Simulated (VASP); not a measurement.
# Si25O48 (a cell with a defect) in VASP: single point with PBEsol

Aim: the single point of Si25O48 (a cell with a defect) with PBEsol.

All numbers are computed with VASP 6.6.1; they aren't measurements. Logs are shortened: lines on timing, memory, paths and dates and some standing lists are left out, and cuts for length are marked.

## 1. The cell of the first run

The cell holds a defect, 73 atoms: a = 9.902 Å, b = 9.902 Å, c = 10.886 Å, α = 90.00°, β = 90.00°, γ = 120.00°.

## 2. Single point, PBEsol

Contents of INCAR:

```
ALGO = Normal
EDIFF = 1E-6
ENCUT = 520
GGA = PS
GGA_COMPAT = False
ISIF = 2
ISMEAR = -1
ISYM = -1
LASPH = True
LCHARG = False
LREAL = Auto
LWAVE = False
NBANDS = 236
NELM = 120
PREC = Accurate
SIGMA = 0.05
```

Contents of KPOINTS:

```
explicit points
1
Reciprocal
  0.25000000   0.25000000   0.25000000 1
```

Contents of POSCAR:

```
Si25O48
1.0
    9.9016390000      0.0000000000      0.0000000000
   -4.9508190000      8.5750710000      0.0000000000
    0.0000000000      0.0000000000     10.8858800000
Si O
25 48
Direct
    0.2343320000      0.0102050000      0.1711600000
    0.2444510000      0.9736920000      0.6658900000
    0.2464010000      0.5141900000      0.1501960000
    0.2243470000      0.4783080000      0.6789160000
    0.7525290000      0.0178020000      0.1712170000
    0.7244880000      0.9913780000      0.6652390000
    0.7454240000      0.5115290000      0.1635560000
    0.7288690000      0.4903240000      0.6672970000
    0.0184430000      0.2535660000      0.3338670000
    0.9842110000      0.2205410000      0.8385350000
    0.0050170000      0.7410020000      0.3378970000
    0.9916300000      0.7359370000      0.8313790000
    0.5090400000      0.2492320000      0.3298700000
    0.4944510000      0.2265390000      0.8361970000
    0.5144390000      0.7333920000      0.3231950000
    0.4913650000      0.7389500000      0.8360290000
    0.2525740000      0.2583630000      0.9931510000
    0.1087150000      0.1585960000      0.5713180000
    0.2577370000      0.7732540000      0.9996090000
    0.2678860000      0.7384160000      0.4967390000
    0.7649760000      0.2695520000      0.0070480000
    0.7650720000      0.2636400000      0.4977420000
    0.7632050000      0.7749190000      0.9984460000
    0.7605000000      0.7524550000      0.4990950000
    0.3508080000      0.4165480000      0.4457370000
    0.2027640000      0.1418770000      0.1105070000
    0.2303680000      0.0895410000      0.5704740000
    0.1971100000      0.6383610000      0.1035950000
    0.1963940000      0.5822190000      0.5803140000
    0.7136240000      0.1493840000      0.1218750000
    0.7049160000      0.1271480000      0.6001830000
    0.7172490000      0.6460490000      0.1059660000
    0.6907250000      0.6147620000      0.6015760000
    0.3683880000      0.0875450000      0.2751500000
    0.3632170000      0.0613730000      0.7793960000
    0.4115580000      0.6040290000      0.2203190000
    0.3566850000      0.5745270000      0.7797960000
    0.9028780000      0.0939910000      0.2630830000
    0.8432100000      0.0618270000      0.7812170000
    0.8729940000      0.5813230000      0.2737500000
    0.8555320000      0.5719320000      0.7767630000
    0.4522140000      0.3254130000      0.4346420000
    0.4159110000      0.2882440000      0.9359800000
    0.4271840000      0.7745160000      0.4299240000
    0.4203720000      0.8020300000      0.9409760000
    0.9270530000      0.2970050000      0.4348790000
    0.9215230000      0.2815600000      0.9507090000
    0.9310940000      0.7901810000      0.4512420000
    0.9225440000      0.8058030000      0.9320380000
    0.1537390000      0.2340140000      0.4097630000
    0.1186680000      0.1851250000      0.8871600000
    0.1405260000      0.7132990000      0.3930790000
    0.1257910000      0.7108180000      0.8934170000
    0.6354450000      0.2112360000      0.3906370000
    0.6280750000      0.2047030000      0.9041280000
    0.6492490000      0.7021430000      0.3786730000
    0.6242450000      0.7108290000      0.8972580000
    0.1064730000      0.3951460000      0.2387410000
    0.0580170000      0.3657340000      0.7422700000
    0.0747180000      0.8780210000      0.2350360000
    0.0704090000      0.8585260000      0.7196200000
    0.5825650000      0.3716940000      0.2161990000
    0.5697910000      0.3526660000      0.7261360000
    0.6015860000      0.8946040000      0.2451970000
    0.5594520000      0.8621100000      0.7239230000
    0.2705750000      0.4227740000      0.0368700000
    0.2748500000      0.3635640000      0.6031660000
    0.2867530000      0.9340620000      0.0618660000
    0.3110480000      0.8808220000      0.5890610000
    0.8059110000      0.4408150000      0.0556090000
    0.7983280000      0.4236260000      0.5641280000
    0.7928250000      0.9378200000      0.0572410000
    0.7727690000      0.9059100000      0.5613630000
```

Potentials or basis: VASP PAW PBE potentials, release 64 (Si, O).

Command:

```bash
cat potpaw_PBE.64/Si/POTCAR potpaw_PBE.64/O/POTCAR > POTCAR
mpirun -np 1 vasp_std > vasp.out
```

OUTCAR:

```text
EDIFF = 1E-6
   ENCUT = 520
   GGA = PS
   ISIF = 2
   ISMEAR = -1
   ISYM = -1
   LASPH = True
   LREAL = Auto
   NELM = 120
   PREC = Accurate

 ion  position               nearest neighbor table
   1  0.234  0.010  0.171-  34 1.62  60 1.62  26 1.63  68 1.63  17 3.06  11 3.08  13 3.09  19 3.10

   2  0.244  0.974  0.666-  27 1.60  69 1.61  35 1.63  61 1.63  18 2.95  12 3.03  20 3.07  14 3.10

   3  0.246  0.514  0.150-  36 1.61  58 1.61  28 1.61  66 1.62  19 3.00  17 3.08  15 3.09
   4  0.224  0.478  0.679-  29 1.60  37 1.61  59 1.61  67 1.67  18 3.01  10 3.02  25 3.03  20 3.11
                            16 3.12
   5  0.753  0.018  0.171-  64 1.60  30 1.62  72 1.63  38 1.63  21 3.02   9 3.06  15 3.10  23 3.10

   6  0.724  0.991  0.665-  31 1.61  65 1.62  73 1.62  39 1.63  16 3.04  10 3.08  22 3.11  24 3.14

   7  0.745  0.512  0.164-  62 1.62  32 1.62  40 1.62  70 1.63  21 3.02  13 3.07  11 3.09  23 3.10

   8  0.729  0.490  0.667-  63 1.61  71 1.62  41 1.62  33 1.62  24 3.06  22 3.06  14 3.09  12 3.09

   9  0.018  0.254  0.334-  58 1.60  38 1.61  46 1.61  50 1.67  18 3.03   5 3.06  25 3.10  22 3.12

  10  0.984  0.221  0.839-  39 1.62  47 1.62  51 1.63  59 1.63  17 3.01   4 3.02  21 3.06   6 3.08

  11  0.005  0.741  0.338-  52 1.61  40 1.62  60 1.62  48 1.63  24 3.04   1 3.08   7 3.09  20 3.14

  12  0.992  0.736  0.831-  53 1.62  61 1.62  41 1.62  49 1.62   2 3.03  23 3.07  19 3.08   8 3.09

  13  0.509  0.249  0.330-  42 1.62  54 1.62  34 1.62  62 1.63  25 3.06   7 3.07  22 3.07   1 3.09

  14  0.494  0.227  0.836-  63 1.62  35 1.62  55 1.62  43 1.62  17 3.08   8 3.09   2 3.10  21 3.11

  15  0.514  0.733  0.323-  44 1.62  36 1.62  64 1.62  56 1.63  25 3.03  24 3.03   3 3.09   5 3.10
                            20 3.11
  16  0.491  0.739  0.836-  65 1.62  57 1.62  45 1.62  37 1.62   6 3.04  19 3.07  23 3.09   4 3.12

  17  0.253  0.258  0.993-  43 1.62  66 1.62  26 1.62  51 1.63  10 3.01   1 3.06   3 3.08  14 3.08

  18  0.109  0.159  0.571-  27 1.66  50 1.88  67 1.90  25 2.83   2 2.95   4 3.01   9 3.03
  19  0.258  0.773  1.000-  53 1.62  68 1.62  45 1.62  28 1.62   3 3.00  16 3.07  12 3.08   1 3.10

  20  0.268  0.738  0.497-  69 1.61  44 1.61  52 1.62  29 1.62   2 3.07   4 3.11  15 3.11  11 3.14

  21  0.765  0.270  0.007-  47 1.62  30 1.62  70 1.62  55 1.62   5 3.02   7 3.02  10 3.06  14 3.11

  22  0.765  0.264  0.498-  54 1.62  71 1.62  31 1.62  46 1.62   8 3.06  13 3.07   6 3.11   9 3.12

  23  0.763  0.775  0.998-  49 1.62  72 1.62  32 1.62  57 1.62  12 3.07  16 3.09   5 3.10   7 3.10

  24  0.761  0.752  0.499-  73 1.61  56 1.62  48 1.62  33 1.62  15 3.03  11 3.04   8 3.06   6 3.14

  25  0.351  0.417  0.446-  42 1.66  67 1.84  50 1.92  18 2.83   4 3.03  15 3.03  13 3.06   9 3.10

  26  0.203  0.142  0.111-  17 1.62   1 1.63
  27  0.230  0.090  0.570-   2 1.60  18 1.66
  28  0.197  0.638  0.104-   3 1.61  19 1.62
  29  0.196  0.582  0.580-   4 1.60  20 1.62
  30  0.714  0.149  0.122-  21 1.62   5 1.62
  31  0.705  0.127  0.600-   6 1.61  22 1.62
[... 16 lines left out ...]
  48  0.931  0.790  0.451-  24 1.62  11 1.63
  49  0.923  0.806  0.932-  12 1.62  23 1.62
  50  0.154  0.234  0.410-   9 1.67  18 1.88  25 1.92
  51  0.119  0.185  0.887-  10 1.63  17 1.63
  52  0.141  0.713  0.393-  11 1.61  20 1.62
  53  0.126  0.711  0.893-  12 1.62  19 1.62
  54  0.635  0.211  0.391-  22 1.62  13 1.62
  55  0.628  0.205  0.904-  14 1.62  21 1.62
  56  0.649  0.702  0.379-  24 1.62  15 1.63
[... 8 lines left out ...]
  65  0.559  0.862  0.724-  16 1.62   6 1.62
  66  0.271  0.423  0.037-   3 1.62  17 1.62
  67  0.275  0.364  0.603-   4 1.67  25 1.84  18 1.90
  68  0.287  0.934  0.062-  19 1.62   1 1.63
  69  0.311  0.881  0.589-  20 1.61   2 1.61
  70  0.806  0.441  0.056-  21 1.62   7 1.63
  71  0.798  0.424  0.564-  22 1.62   8 1.62
  72  0.793  0.938  0.057-  23 1.62   5 1.63
  73  0.773  0.906  0.561-  24 1.61   6 1.62

IMPORTANT INFORMATION: All symmetrisations will be switched off!
NOSYMM: (Re-)initialisation of all symmetry stuff for point group C_1.

----------------------------------------------------------------------------------------

                                     Primitive cell

  volume of cell :     924.2902

  direct lattice vectors                    reciprocal lattice vectors
     9.901639000  0.000000000  0.000000000     0.100993381  0.058308549  0.000000000
    -4.950819000  8.575071000  0.000000000     0.000000000  0.116617110  0.000000000
     0.000000000  0.000000000 10.885880000     0.000000000  0.000000000  0.091862119

  length of vectors
     9.901639000  9.901638825 10.885880000     0.116617108  0.116617110  0.091862119

  position of ions in fractional coordinates (direct lattice)
     0.234332000  0.010205000  0.171160000
     0.244451000  0.973692000  0.665890000
     0.246401000  0.514190000  0.150196000
     0.224347000  0.478308000  0.678916000
     0.752529000  0.017802000  0.171217000
     0.724488000  0.991378000  0.665239000
[... 65 lines left out ...]
     0.792825000  0.937820000  0.057241000
     0.772769000  0.905910000  0.561363000

  ion indices of the primitive-cell ions
   primitive index   ion index
                 1           1
                 2           2
                 3           3
                 4           4
                 5           5
                 6           6
[... 65 lines left out ...]
                72          72
                73          73

----------------------------------------------------------------------------------------

 KPOINTS: explicit points

Read explicit list of k-points.

 Found      1 k-points:

 Following reciprocal coordinates:
            Coordinates               Weight
  0.250000  0.250000  0.250000      1.000000
   k-points           NKPTS =      1   k-points in BZ     NKDIM =      1   number of bands    NBANDS=    236
   number of dos      NEDOS =    301   number of ions     NIONS =     73
   total plane-waves  NPLWV = 537600
   dimension x,y,z NGX =    80 NGY =   80 NGZ =   84
   dimension x,y,z NGXF=   160 NGYF=  160 NGZF=  168
   ions per type =              25  48
   NGX,Y,Z   is equivalent  to a cutoff of  13.43, 13.43, 12.83 a.u.
   NGXF,Y,Z  is equivalent  to a cutoff of  26.86, 26.86, 25.66 a.u.
 SYSTEM =  unknown system
   PREC   = accura    normal or accurate (medium, high low for compatibility)
   ISTART =      0    job   : 0-new  1-cont  2-samecut
   ICHARG =      2    charge: 1-file 2-atom 10-const
   ISPIN  =      1    spin polarized calculation?
   LNONCOLLINEAR =      F non collinear calculations
   LSORBIT =      F    spin-orbit coupling
   LASPH  =      T    aspherical Exc in radial PAW
   ENCUT  =  520.0 eV  38.22 Ry    6.18 a.u.  18.41 18.41 20.24*2*pi/ulx,y,z
   NELM   =    120;   NELMIN=  2; NELMDL= -5     # of ELM steps
   EDIFF  = 0.1E-05   stopping-criterion for ELM
   LREAL  =      T    real-space projection
   EDIFFG = 0.1E-04   stopping-criterion for IOM
   NSW    =      0    number of steps for IOM
   IBRION =     -1    ionic relax: 0-MD 1-quasi-New 2-CG
   NFREE  =      0    steps in history (QN), initial steepest desc. (CG)
   ISIF   =      2    stress and relaxation
   ISYM   =     -1    0-nonsym 1-usesym 2-fastsym
   POTIM  = 0.5000    time-step for ionic-motion
   TEBEG  =    0.0;   TEEND  =   0.0 temperature during run
   PSTRESS=    0.0 pullay stress
   NELECT =     388.0000    total number of electrons
   NUPDOWN=      -1.0000    fix difference up-down
   EMIN   =  10.00;   EMAX   =-10.00  energy-range for DOS
   EFERMI =   0.00;   METHOD = LEGACY
   ISMEAR =    -1;   SIGMA  =   0.05  broadening in eV -4-tet -1-fermi 0-gaus
   EFERMI_NEDOS =   21; number of points for ismear=-14 and -15
   IALGO  =     38    algorithm
   IMIX   =      4    mixing-type and parameters
     AMIX     =   0.40;   BMIX     =  1.00
     AMIX_MAG =   1.60;   BMIX_MAG =  1.00
  volume/ion in A,a.u.               =      12.66        85.44
  Fermi-wavevector in a.u.,A,eV,Ry     =   1.225790  2.316407 20.443574  1.502560
  Thomas-Fermi vector in A             =   2.360815
   LORBIT       =      0    0 simple, 1 ext, 2 COOP (PROOUT), +10 PAW based schemes
   GGA     = PS    functional components
   LHFCALC =     F    Hartree Fock is set to
   AEXX    =    0.0000 exact exchange contribution
   IVDW    =     0    specifies the selected vdW correction
   LEPSILON=     F    determine dielectric tensor
   LRPA    =     F    only Hartree local field effects (RPA)
 non-spin polarized calculation
  energy-cutoff  :      520.00
  volume of cell :      924.29
 maximum number of plane-waves:     24895
 NGX is ok and might be reduce to    80
   NGX = 37   NGY = 37   NGZ = 41

 number of electron     388.0000013 magnetization

 Free energy of the ion-electron system (eV)
  ---------------------------------------------------
  ext. energy  EPLUGINS =         0.00000000
  ---------------------------------------------------
  free energy    TOTEN  =      -593.10248486 eV

  energy without entropy =     -593.10248486  energy(sigma->0) =     -593.10248486

 E-fermi :   5.0575     XC(G=0):  -9.4683

 val. band max:        3.8252214072   @ k =   0.2500   0.2500   0.2500
 cond. band min:       7.0058911179   @ k =   0.2500   0.2500   0.2500
 fundamental gap:      3.1806697107
 Fermi energy:         5.0575397439

 k-point     1 :       0.2500    0.2500    0.2500
  band No.  band energies     occupation
      1     -18.1408      2.00000
      2     -17.9905      2.00000
      3     -17.8891      2.00000
      4     -17.8624      2.00000
      5     -17.7975      2.00000
      6     -17.7420      2.00000
[... 198 lines left out ...]
    205       9.4697      0.00000
    206       9.6416      0.00000
 [bands above 206 left out]

------------------------ aborting loop because EDIFF is reached ----------------------------------------

  FORCE on cell =-STRESS in cart. coord.  units (eV):
  Direction    XX          YY          ZZ          XY          YZ          ZX
  --------------------------------------------------------------------------------------
  -------------------------------------------------------------------------------------
  Total       11.9640200     14.8643941     11.4189202      0.0947996     -5.4796160     -2.3758640
  in kB       20.7385963     25.7661445     19.7937129      0.1643269     -9.4984415     -4.1183552
  external PRESSURE =      22.0994846 kB  Pullay stress =       0.0000000 kB

 VOLUME and BASIS-vectors are now :
 -----------------------------------------------------------------------------
  energy-cutoff  :      520.00
  volume of cell :      924.29
      direct lattice vectors                 reciprocal lattice vectors
     9.901639000  0.000000000  0.000000000     0.100993381  0.058308549  0.000000000
    -4.950819000  8.575071000  0.000000000     0.000000000  0.116617110  0.000000000
     0.000000000  0.000000000 10.885880000     0.000000000  0.000000000  0.091862119

 POSITION                                       TOTAL-FORCE (eV/Angst)
 -----------------------------------------------------------------------------------
      2.26975      0.08751      1.86323        -0.024163     -0.005215      0.008835
     -2.40011      8.34948      7.24880         0.046509     -0.001490      0.014678
     -0.10589      4.40922      1.63502        -0.023523     -0.014312      0.003718
     -0.14661      4.10153      7.39060        -0.014747      0.003566      0.015010
      7.36314      0.15265      1.86385        -0.003167      0.011249     -0.005094
      2.26549      8.50114      7.24171        -0.017697      0.006091     -0.012165
[... 65 lines left out ...]
      3.20729      8.04187      0.62312        -0.004350      0.015245     -0.007214
      3.16668      7.76824      6.11093         0.000605      0.021950     -0.004616
 -----------------------------------------------------------------------------------
    total drift:                                0.017717     -0.004474     -0.000338

  FREE ENERGIE OF THE ION-ELECTRON SYSTEM (eV)
  ---------------------------------------------------
  free  energy   TOTEN  =      -593.1024848584 eV

  energy  without entropy=     -593.1024848584  energy(sigma->0) =     -593.10248486
```

It took 10 min on 1 thread of AMD EPYC 7R43 (Zen 3), shared host; peak memory 0.99 GiB.

What came out:

| Quantity | Value |
| --- | --- |
| Free energy | -593.1025 eV |
| Pressure | 2.2 GPa |
| Largest force | 0.066 eV/Å |
| Band gap on the k mesh | 3.18 eV |

Forces in eV/Å, atoms in the order of the input:
```
Si  -0.024 -0.005  0.009
Si   0.047 -0.001  0.015
Si  -0.024 -0.014  0.004
Si  -0.015  0.004  0.015
Si  -0.003  0.011 -0.005
Si  -0.018  0.006 -0.012
Si  -0.010  0.011 -0.007
Si  -0.001 -0.001  0.000
Si  -0.007  0.009  0.011
Si  -0.015 -0.018  0.009
Si   0.015 -0.010 -0.005
Si  -0.002 -0.019  0.006
Si   0.011 -0.045 -0.007
Si   0.011 -0.016  0.012
Si   0.009  0.011 -0.005
Si   0.002 -0.010  0.009
Si   0.011  0.012 -0.002
Si  -0.065 -0.005 -0.006
Si   0.007  0.025 -0.002
Si   0.007  0.009 -0.021
Si  -0.002  0.009 -0.005
Si   0.011  0.008 -0.009
Si  -0.002  0.022  0.017
Si   0.016  0.021  0.008
Si  -0.028  0.048 -0.017
O   -0.018  0.010  0.012
O    0.005  0.023 -0.038
O   -0.026  0.003  0.019
O   -0.010  0.004 -0.006
O   -0.016  0.005  0.018
O   -0.009  0.006  0.011
O   -0.010  0.004  0.006
O   -0.023  0.014  0.004
O    0.000 -0.009  0.008
O   -0.006 -0.021  0.006
O    0.017 -0.012  0.004
O    0.000 -0.017  0.001
O    0.005 -0.033 -0.008
O    0.006 -0.019  0.010
O    0.001 -0.016  0.012
O   -0.001 -0.015  0.012
O   -0.003  0.015  0.032
O    0.014  0.018  0.010
O    0.015  0.006  0.009
O    0.018  0.010  0.008
O    0.019  0.006  0.023
O    0.020  0.014  0.019
O    0.011  0.011  0.019
O    0.016  0.007  0.005
O    0.051  0.002  0.029
O    0.016 -0.024 -0.018
O    0.009 -0.004 -0.005
O    0.013 -0.018 -0.012
O    0.013 -0.006 -0.009
O    0.011 -0.009 -0.008
O    0.015 -0.027 -0.004
O    0.011 -0.017 -0.019
O    0.007  0.007 -0.015
O   -0.028 -0.013 -0.002
O   -0.017 -0.006  0.001
O   -0.025  0.005 -0.026
O   -0.020 -0.016 -0.007
O   -0.018 -0.012 -0.009
O   -0.014 -0.015  0.007
O   -0.016 -0.006 -0.015
O   -0.001  0.010 -0.022
O    0.019 -0.031 -0.022
O    0.002  0.016 -0.013
O    0.012 -0.003  0.008
O    0.007  0.026 -0.021
O    0.000  0.026 -0.014
O   -0.004  0.015 -0.007
O    0.001  0.022 -0.005
```

Stress tensor (GPa, compression positive):
```
 2.07  0.02 -0.41
 0.02  2.58 -0.95
-0.41 -0.95  1.98
```

Caveat: the PAW data sets were made with another functional, which shifts forces and pressure a little.
